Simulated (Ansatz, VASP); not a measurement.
Two plane-wave programs on SnO2

```
Sn O
1.0
     4.87445    0.00000    0.00000
     0.00000    4.87445    0.00000
     0.00000    0.00000    3.25188
Sn O
2 4
Direct
  0.00000 0.00000 0.00000
  0.50000 0.50000 0.50000
  0.30695 0.30695 0.00000
  0.19305 0.80695 0.50000
  0.69305 0.69305 0.00000
  0.80695 0.19305 0.50000
```

Alike in both runs: functional RPBE; k mesh 6 × 6 × 8; no spin polarisation.

Ansatz relaxed the structure, and its values are those at the end. VASP's run is a single point on that final structure, the one shown.

|  | VASP | Ansatz |
| --- | --- | --- |
| version | VASP 6.6.1 | Ansatz 0.2.0 |
| potentials or method | VASP PAW PBE potentials, release 64 (Sn_d, O), cutoff 520 eV | plane waves, PAW |
| occupations | gaussian, width 0.01 eV | fixed |
| valence electrons in the cell | 52 | 52 |

VASP gave:

```
pressure (GPa)                     : 0.6
rms of the force components (eV/Å) : 0.009
```

Task: Estimate Ansatz's values.

Result: Pressure (GPa): 0.0; rms of the force components (eV/Å): 0.000.

VASP's potentials were made for PBE, not for RPBE.
